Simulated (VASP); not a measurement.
# SiO2 (Cristobalite high) (P2_13) in VASP: single point with PBE

Aim: the single point of SiO2 (Cristobalite high) with PBE.

Program: VASP 6.6.1. These are calculated values, not measurements. Logs are shortened: lines on timing, memory, paths and dates and some standing lists are left out, and cuts for length are marked.

## (1) The cell of the first run

Symmetry: P2_13, No. 198, cubic system. Conventional cell: a = 7.160 Å, b = 7.160 Å, c = 7.160 Å, α = 90.00°, β = 90.00°, γ = 90.00°. Si (site symmetry 3) has 4 O at 1.61 to 1.62 Å within 2.1 Å. Si (site symmetry 3) has 4 O at 1.61 to 1.62 Å within 2.1 Å. Within 2.1 Å of O (site symmetry 3) lie 2 Si at 1.61 Å. Within 2.2 Å of O (site symmetry 1) lie 2 Si at 1.62 Å.

## (2) Single point, PBE

INCAR reads:

```
PREC     = Accurate       # precision mode
ENCUT    = 520            # plane-wave cutoff, eV
EDIFF    = 1E-6           # SCF threshold, eV
ISMEAR   = -1             # smearing method
SIGMA    = 0.02           # smearing width, eV
LREAL    = Auto         
LASPH    = T              # aspherical terms in the spheres
NELM     = 60             # most SCF steps
ALGO     = Normal         # electronic algorithm
ISIF     = 2              # what is computed and relaxed
LWAVE    = F              # write WAVECAR
LCHARG   = F              # write CHGCAR
GGA      = PE             # functional
NBANDS   = 82             # bands
```

KPOINTS reads:

```
Automatic mesh
0
Gamma
  4 4 4
```

POSCAR reads:

```
SiO2
1.0
    7.1600000000      0.0000000000      0.0000000000
    0.0000000000      7.1600000000      0.0000000000
    0.0000000000      0.0000000000      7.1600000000
Si O
8 16
Direct
    0.2807081728      0.2807081728      0.2807081728
    0.2192918272      0.7192918272      0.7807081728
    0.7807081728      0.2192918272      0.7192918272
    0.7192918272      0.7807081728      0.2192918272
    1.0205836497      1.0205836497      1.0205836497
    0.4794163503     -0.0205836497      0.5205836497
    0.5205836497      0.4794163503     -0.0205836497
   -0.0205836497      0.5205836497      0.4794163503
    0.1505388218      0.1505388218      0.1505388218
    0.3494611782      0.8494611782      0.6505388218
    0.6505388218      0.3494611782      0.8494611782
    0.8494611782      0.6505388218      0.3494611782
    0.6398190416      0.6615812800      0.0434330203
    0.8601809584      0.3384187200      0.5434330203
    0.1398190416      0.8384187200      0.9565669797
    0.3601809584      0.1615812800      0.4565669797
    0.0434330203      0.6398190416      0.6615812800
    0.5434330203      0.8601809584      0.3384187200
    0.9565669797      0.1398190416      0.8384187200
    0.4565669797      0.3601809584      0.1615812800
    0.6615812800      0.0434330203      0.6398190416
    0.3384187200      0.5434330203      0.8601809584
    0.8384187200      0.9565669797      0.1398190416
    0.1615812800      0.4565669797      0.3601809584
```

Potentials or basis: VASP PAW PBE potentials, release 64 (Si, O).

On the command line:

```sh
$ cat potpaw_PBE.64/Si/POTCAR potpaw_PBE.64/O/POTCAR > POTCAR
$ mpirun -np 1 vasp_std > vasp.out
```

OUTCAR:

```text
PREC = Accurate
   ENCUT = 520
   EDIFF = 1E-6
   ISMEAR = -1
   LREAL = Auto
   LASPH = T
   NELM = 60
   ISIF = 2
   GGA = PE

 ion  position               nearest neighbor table
   1  0.281  0.281  0.281-   9 1.61  16 1.62  20 1.62  24 1.62   7 3.10   8 3.10   6 3.10
   2  0.219  0.719  0.781-  10 1.61  15 1.62  17 1.62  22 1.62   7 3.10   8 3.10   5 3.10
   3  0.781  0.219  0.719-  11 1.61  14 1.62  19 1.62  21 1.62   6 3.10   8 3.10   5 3.10
   4  0.719  0.781  0.219-  12 1.61  13 1.62  18 1.62  23 1.62   6 3.10   7 3.10   5 3.10
   5  0.021  0.021  0.021-   9 1.61  15 1.62  19 1.62  23 1.62   3 3.10   4 3.10   2 3.10
   6  0.479  0.979  0.521-  10 1.61  16 1.62  18 1.62  21 1.62   3 3.10   4 3.10   1 3.10
   7  0.521  0.479  0.979-  11 1.61  13 1.62  20 1.62  22 1.62   2 3.10   4 3.10   1 3.10
   8  0.979  0.521  0.479-  12 1.61  14 1.62  17 1.62  24 1.62   2 3.10   3 3.10   1 3.10
   9  0.151  0.151  0.151-   5 1.61   1 1.61
  10  0.349  0.849  0.651-   6 1.61   2 1.61
  11  0.651  0.349  0.849-   7 1.61   3 1.61
  12  0.849  0.651  0.349-   8 1.61   4 1.61
  13  0.640  0.662  0.043-   4 1.62   7 1.62
  14  0.860  0.338  0.543-   3 1.62   8 1.62
[... 8 lines left out ...]
  23  0.838  0.957  0.140-   4 1.62   5 1.62
  24  0.162  0.457  0.360-   1 1.62   8 1.62

  LATTYP: Found a simple cubic cell.
 ALAT       =     7.1600000000

  Lattice vectors:

 A1 = (   7.1600000000,   0.0000000000,   0.0000000000)
 A2 = (   0.0000000000,   7.1600000000,   0.0000000000)
 A3 = (   0.0000000000,   0.0000000000,   7.1600000000)

Analysis of symmetry for initial positions (statically):
=====================================================================
 Subroutine PRICEL returns:
 Original cell was already a primitive cell.

 Routine SETGRP: Setting up the symmetry group for a
 simple cubic supercell.

 Subroutine GETGRP returns: Found 12 space group operations
 (whereof  3 operations were pure point group operations)
 out of a pool of 48 trial point group operations.

The static configuration has the point symmetry C_3 .
 The point group associated with its full space group is T   .

Analysis of symmetry for dynamics (positions and initial velocities):
=====================================================================
 Subroutine PRICEL returns:
 Original cell was already a primitive cell.

 Routine SETGRP: Setting up the symmetry group for a
 simple cubic supercell.

 Subroutine GETGRP returns: Found 12 space group operations
 (whereof  3 operations were pure point group operations)
 out of a pool of 48 trial point group operations.

The dynamic configuration has the point symmetry C_3 .
 The point group associated with its full space group is T   .

 Subroutine INISYM returns: Found 12 space group operations
 (whereof  3 operations are pure point group operations),
 and found     1 'primitive' translations

----------------------------------------------------------------------------------------

                                     Primitive cell

  volume of cell :     367.0617

  direct lattice vectors                    reciprocal lattice vectors
     7.160000000  0.000000000  0.000000000     0.139664804  0.000000000  0.000000000
     0.000000000  7.160000000  0.000000000     0.000000000  0.139664804  0.000000000
     0.000000000  0.000000000  7.160000000     0.000000000  0.000000000  0.139664804

  length of vectors
     7.160000000  7.160000000  7.160000000     0.139664804  0.139664804  0.139664804

  position of ions in fractional coordinates (direct lattice)
     0.280708173  0.280708173  0.280708173
     0.219291827  0.719291827  0.780708173
     0.780708173  0.219291827  0.719291827
     0.719291827  0.780708173  0.219291827
     0.020583650  0.020583650  0.020583650
     0.479416350  0.979416350  0.520583650
[... 16 lines left out ...]
     0.838418720  0.956566980  0.139819042
     0.161581280  0.456566980  0.360180958

  ion indices of the primitive-cell ions
   primitive index   ion index
                 1           1
                 2           2
                 3           3
                 4           4
                 5           5
                 6           6
[... 16 lines left out ...]
                23          23
                24          24

----------------------------------------------------------------------------------------

 KPOINTS: Automatic mesh

Automatic generation of k-mesh.
 Grid dimensions read from file:
 generate k-points for:    4    4    4

 Generating k-lattice:

  Cartesian coordinates                     Fractional coordinates (reciprocal lattice)
     0.034916201  0.000000000  0.000000000     0.250000000  0.000000000  0.000000000
     0.000000000  0.034916201  0.000000000     0.000000000  0.250000000  0.000000000
     0.000000000  0.000000000  0.034916201     0.000000000  0.000000000  0.250000000

  Length of vectors
     0.034916201  0.034916201  0.034916201

  Shift w.r.t. Gamma in fractional coordinates (k-lattice)
     0.000000000  0.000000000  0.000000000

 Subroutine IBZKPT returns following result:
 ===========================================

 Found     11 irreducible k-points:

 Following reciprocal coordinates:
            Coordinates               Weight
  0.000000  0.000000  0.000000      1.000000
  0.250000  0.000000  0.000000      6.000000
  0.500000  0.000000  0.000000      3.000000
  0.250000  0.250000  0.000000     12.000000
  0.500000  0.250000  0.000000      6.000000
 -0.250000  0.500000  0.000000      6.000000
  0.500000  0.500000  0.000000      3.000000
  0.250000  0.250000  0.250000      8.000000
  0.500000  0.250000  0.250000     12.000000
  0.500000  0.500000  0.250000      6.000000
  0.500000  0.500000  0.500000      1.000000
   k-points           NKPTS =     11   k-points in BZ     NKDIM =     11   number of bands    NBANDS=     82
   number of dos      NEDOS =    301   number of ions     NIONS =     24
   total plane-waves  NPLWV = 157464
   dimension x,y,z NGX =    54 NGY =   54 NGZ =   54
   dimension x,y,z NGXF=   108 NGYF=  108 NGZF=  108
   ions per type =               8  16
   NGX,Y,Z   is equivalent  to a cutoff of  12.54, 12.54, 12.54 a.u.
   NGXF,Y,Z  is equivalent  to a cutoff of  25.08, 25.08, 25.08 a.u.
 SYSTEM =  unknown system
   PREC   = accura    normal or accurate (medium, high low for compatibility)
   ISTART =      0    job   : 0-new  1-cont  2-samecut
   ICHARG =      2    charge: 1-file 2-atom 10-const
   ISPIN  =      1    spin polarized calculation?
   LNONCOLLINEAR =      F non collinear calculations
   LSORBIT =      F    spin-orbit coupling
   LASPH  =      T    aspherical Exc in radial PAW
   ENCUT  =  520.0 eV  38.22 Ry    6.18 a.u.  13.31 13.31 13.31*2*pi/ulx,y,z
   NELM   =     60;   NELMIN=  2; NELMDL= -5     # of ELM steps
   EDIFF  = 0.1E-05   stopping-criterion for ELM
   LREAL  =      T    real-space projection
   EDIFFG = 0.1E-04   stopping-criterion for IOM
   NSW    =      0    number of steps for IOM
   IBRION =     -1    ionic relax: 0-MD 1-quasi-New 2-CG
   NFREE  =      0    steps in history (QN), initial steepest desc. (CG)
   ISIF   =      2    stress and relaxation
   ISYM   =      2    0-nonsym 1-usesym 2-fastsym
   POTIM  = 0.5000    time-step for ionic-motion
   TEBEG  =    0.0;   TEEND  =   0.0 temperature during run
   PSTRESS=    0.0 pullay stress
   NELECT =     128.0000    total number of electrons
   NUPDOWN=      -1.0000    fix difference up-down
   EMIN   =  10.00;   EMAX   =-10.00  energy-range for DOS
   EFERMI =   0.00;   METHOD = LEGACY
   ISMEAR =    -1;   SIGMA  =   0.02  broadening in eV -4-tet -1-fermi 0-gaus
   EFERMI_NEDOS =   21; number of points for ismear=-14 and -15
   IALGO  =     38    algorithm
   IMIX   =      4    mixing-type and parameters
     AMIX     =   0.40;   BMIX     =  1.00
     AMIX_MAG =   1.60;   BMIX_MAG =  1.00
  volume/ion in A,a.u.               =      15.29       103.21
  Fermi-wavevector in a.u.,A,eV,Ry     =   1.152299  2.177529 18.065716  1.327793
  Thomas-Fermi vector in A             =   2.288951
   LORBIT       =      0    0 simple, 1 ext, 2 COOP (PROOUT), +10 PAW based schemes
   GGA     = PE    functional components
   LHFCALC =     F    Hartree Fock is set to
   AEXX    =    0.0000 exact exchange contribution
   IVDW    =     0    specifies the selected vdW correction
   LEPSILON=     F    determine dielectric tensor
   LRPA    =     F    only Hartree local field effects (RPA)
 non-spin polarized calculation
  energy-cutoff  :      520.00
  volume of cell :      367.06
 maximum number of plane-waves:      9952
 NGX is ok and might be reduce to    54
   NGX = 27   NGY = 27   NGZ = 27

 number of electron     128.0000007 magnetization

 Free energy of the ion-electron system (eV)
  ---------------------------------------------------
  ext. energy  EPLUGINS =         0.00000000
  ---------------------------------------------------
  free energy    TOTEN  =      -189.83070920 eV

  energy without entropy =     -189.83070920  energy(sigma->0) =     -189.83070920

 E-fermi :   0.0655     XC(G=0):  -8.0824

 val. band max:       -0.4340091845   @ k =   0.5000   0.5000   0.5000
 cond. band min:       5.2453432176   @ k =   0.0000   0.0000   0.0000
 fundamental gap:      5.6793524021
 Fermi energy:         0.0655345742

 k-point     1 :       0.0000    0.0000    0.0000
  band No.  band energies     occupation
      1     -19.6365      2.00000
      2     -18.7613      2.00000
      3     -18.7613      2.00000
      4     -18.7613      2.00000
      5     -18.7474      2.00000
      6     -18.7474      2.00000
[... 68 lines left out ...]
     75       9.0723      0.00000
     76       9.8116      0.00000

 k-point     2 :       0.2500    0.0000    0.0000
  band No.  band energies     occupation
      1     -19.5751      2.00000
      2     -19.1132      2.00000
      3     -18.7594      2.00000
      4     -18.7549      2.00000
      5     -18.7530      2.00000
      6     -18.7487      2.00000
[... 703 lines left out ...]
 k-point    11 :       0.5000    0.5000    0.5000
  band No.  band energies     occupation
      1     -19.2094      2.00000
      2     -19.2094      2.00000
      3     -19.2094      2.00000
      4     -19.2094      2.00000
      5     -18.2579      2.00000
      6     -18.2579      2.00000
[... 68 lines left out ...]
     75       8.8374      0.00000
     76       8.8374      0.00000
 [bands above 76 left out]

------------------------ aborting loop because EDIFF is reached ----------------------------------------

  FORCE on cell =-STRESS in cart. coord.  units (eV):
  Direction    XX          YY          ZZ          XY          YZ          ZX
  --------------------------------------------------------------------------------------
  -------------------------------------------------------------------------------------
  Total        1.9985170      1.9985170      1.9985170     -0.0000000     -0.0000000     -0.0000000
  in kB        8.7232711      8.7232711      8.7232711     -0.0000000     -0.0000000     -0.0000000
  external PRESSURE =       8.7232711 kB  Pullay stress =       0.0000000 kB

 VOLUME and BASIS-vectors are now :
 -----------------------------------------------------------------------------
  energy-cutoff  :      520.00
  volume of cell :      367.06
      direct lattice vectors                 reciprocal lattice vectors
     7.160000000  0.000000000  0.000000000     0.139664804  0.000000000  0.000000000
     0.000000000  7.160000000  0.000000000     0.000000000  0.139664804  0.000000000
     0.000000000  0.000000000  7.160000000     0.000000000  0.000000000  0.139664804

 POSITION                                       TOTAL-FORCE (eV/Angst)
 -----------------------------------------------------------------------------------
      2.00987      2.00987      2.00987         0.010659      0.010659      0.010659
      1.57013      5.15013      5.58987        -0.010659     -0.010659      0.010659
      5.58987      1.57013      5.15013         0.010659     -0.010659     -0.010659
      5.15013      5.58987      1.57013        -0.010659      0.010659     -0.010659
      0.14738      0.14738      0.14738         0.005476      0.005476      0.005476
      3.43262      7.01262      3.72738        -0.005476     -0.005476      0.005476
[... 16 lines left out ...]
      6.00308      6.84902      1.00110        -0.013930      0.014744      0.001309
      1.15692      3.26902      2.57890         0.013930      0.014744     -0.001309
 -----------------------------------------------------------------------------------
    total drift:                                0.000000      0.000001     -0.000000

  FREE ENERGIE OF THE ION-ELECTRON SYSTEM (eV)
  ---------------------------------------------------
  free  energy   TOTEN  =      -189.8307091958 eV

  energy  without entropy=     -189.8307091958  energy(sigma->0) =     -189.83070920
```

It took 17 min on 1 thread of Oxide Virtual Turin-like, shared host; peak memory 0.47 GiB.

Results:

```
Free energy            : -189.8307 eV
Pressure               : 0.9 GPa
Largest force          : 0.020 eV/Å
Band gap on the k mesh : 5.68 eV, indirect (the least direct gap lies 3.5 meV higher)
```

Forces in eV/Å, atoms in the order of the input:
```
Si   0.011  0.011  0.011
Si  -0.011 -0.011  0.011
Si   0.011 -0.011 -0.011
Si  -0.011  0.011 -0.011
Si   0.005  0.005  0.005
Si  -0.005 -0.005  0.005
Si   0.005 -0.005 -0.005
Si  -0.005  0.005 -0.005
O    0.003  0.003  0.003
O   -0.003 -0.003  0.003
O    0.003 -0.003 -0.003
O   -0.003  0.003 -0.003
O    0.001  0.014 -0.015
O   -0.001 -0.014 -0.015
O    0.001 -0.014  0.015
O   -0.001  0.014  0.015
O   -0.015  0.001  0.014
O   -0.015 -0.001 -0.014
O    0.015  0.001 -0.014
O    0.015 -0.001  0.014
O    0.014 -0.015  0.001
O   -0.014 -0.015 -0.001
O   -0.014  0.015  0.001
O    0.014  0.015 -0.001
```

Levels at points of the mesh, in eV from the valence-band top:
```csv
k point,band 60,band 61,band 62,band 63,band 64,band 65,band 66,band 67,band 68,band 69
"(0.00, 0.00, 0.00)",-0.38,-0.38,0.00,0.00,0.00,5.68,8.73,8.73,8.73,8.77
"(0.50, 0.00, 0.00)",-0.38,-0.24,-0.24,-0.23,-0.23,6.84,6.84,8.91,8.91,9.25
"(0.50, 0.50, 0.00)",-0.51,-0.22,-0.22,-0.12,-0.12,7.67,7.67,7.67,7.67,9.14
"(0.50, 0.50, 0.50)",-0.70,0.00,0.00,0.00,0.00,7.89,7.89,7.89,7.89,8.71
```
